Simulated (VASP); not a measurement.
Here is a VASP 6.6.1 calculation.

Contents of POSCAR:

```
BaTiO3
1.0
    3.9727519242      0.0000000000      0.0000000000
    0.0000000000      3.9727519242      0.0000000000
    0.0000000000      0.0000000000      4.0497393334
Ba Ti O
1 1 3
Direct
    0.5000000000      0.5000000000      0.5817729217
    0.0000000000      0.0000000000      0.0982056794
    0.0000000000      0.5000000000      0.0642068280
    0.5000000000      0.0000000000      0.0642068280
    0.0000000000      0.0000000000      0.5516047329
```

Contents of INCAR.step1:

```
SYSTEM = BaTiO3
  ALGO = Normal
  EDIFF = 1E-4
  ENCUT = 520
  GGA = PE
  ISMEAR = 0
  LASPH = .TRUE.
  LCHARG = .FALSE.
  LREAL = .FALSE.
  LWAVE = .TRUE.
  NBANDS = 28
  NELM = 60
  PREC = Accurate
  SIGMA = 0.02
```

The input INCAR.step2:

```
SYSTEM = BaTiO3
  ALGO = Normal
  EDIFF = 1E-6
  ENCUT = 520
  ISIF = 2
  ISMEAR = 0
  ISTART = 1
  LASPH = .TRUE.
  LCHARG = .FALSE.
  LMIXTAU = .TRUE.
  LREAL = .FALSE.
  LWAVE = .FALSE.
  METAGGA = R2SCAN
  NBANDS = 28
  NELM = 60
  PREC = Accurate
  SIGMA = 0.02
```

File KPOINTS:

```
k-points
0
G
  8 8 8
  0 0 0
```

Potentials or basis: VASP PAW PBE potentials, release 64 (Ba_sv, Ti_sv, O).

Launch:

```bash
$ cat potpaw_PBE.64/Ba_sv/POTCAR potpaw_PBE.64/Ti_sv/POTCAR potpaw_PBE.64/O/POTCAR > POTCAR
$ cp INCAR.step1 INCAR
$ mpirun -np 1 vasp_std > vasp.out
$ cp INCAR.step2 INCAR
$ mpirun -np 1 vasp_std > vasp.out
```

Question: Predict the band gap on the k mesh.

Answer: 2.22 eV (least direct gap 2.63 eV).

Question: What does it give for the pressure?

Answer: 3.6 GPa.

Question: Predict the largest force.

Answer: 0.152 eV/Å.

Forces in eV/Å, atoms in the order of the input:
```
Ba   0.000  0.000 -0.025
Ti   0.000  0.000 -0.152
O    0.000  0.000  0.019
O    0.000  0.000  0.019
O    0.000  0.000  0.138
```

Caveat: the cell differs from its parent crystal (strain along c alone, the other axes held: -1.5 %, then relaxed in part); the cell stands under pressure; the PAW data sets were made with another functional, which shifts forces and pressure a little; spin-orbit coupling is left out, which moves the levels of the heavy elements. A k mesh can miss the band edges.
